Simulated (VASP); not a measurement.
Set up this calculation in VASP 6.6.1, as the native input.

- Task: relaxation of shape and atoms at fixed volume
- Functional: PBEsol
- Potentials or basis: VASP PAW PBE potentials, release 64 (Ta_pv, N)
- Cutoff: 600 eV
- k mesh: 18 × 18 × 14
- Occupations: gaussian, width 0.1 eV
- Spin: no spin polarisation
- Dipole correction: no
- Further INCAR settings: ALGO = Normal; EDIFF = 1e-06; IBRION = 2; EDIFFG = -0.01; NSW = 50; ISIF = 4

The structure of TaN lies in POSCAR:

```
TaN
1.0
    2.8624241174      0.0000000000      0.0000000000
   -1.4312120587      2.4789320021      0.0000000000
    0.0000000000      0.0000000000      2.8158100990
Ta N
1 1
Direct
    0.3333333333      0.6666666667      0.5000000000
    0.0000000000      0.0000000000      0.0000000000
```

One way to write it, as run:

INCAR

```
ALGO = Normal
EDIFF = 1E-6
EDIFFG = -0.01
ENCUT = 600
GGA = PS
IBRION = 2
ISIF = 4
ISMEAR = 0
LASPH = T
LCHARG = F
LREAL = F
LWAVE = F
NELM = 60
NSW = 50
PREC = Accurate
SIGMA = 0.1
```

KPOINTS

```
k-points
0
Gamma
  18 18 14
```

Potentials or basis: VASP PAW PBE potentials, release 64 (Ta_pv, N).

Command:

```console
$ cat potpaw_PBE.64/Ta_pv/POTCAR potpaw_PBE.64/N/POTCAR > POTCAR
$ mpirun -np 1 vasp_std > vasp.out
```

It gave:

* Energy gained by relaxing: 0.1 meV/atom
* Ionic steps: 3
* Pressure after relaxing: 26.7 GPa
* Band gap on the k mesh: zero (bands 8 and 9 overlap by 0.35 eV)

Caveat: the PAW data sets were made with another functional, which shifts forces and pressure a little; spin-orbit coupling is left out, which moves the levels of the heavy elements.

Run time: 120 s on 1 thread of Intel(R) Xeon(R) Platinum 8259CL CPU @ 2.50GHz (Skylake/Cascade Lake), on a shared host, peak memory 0.22 GiB.
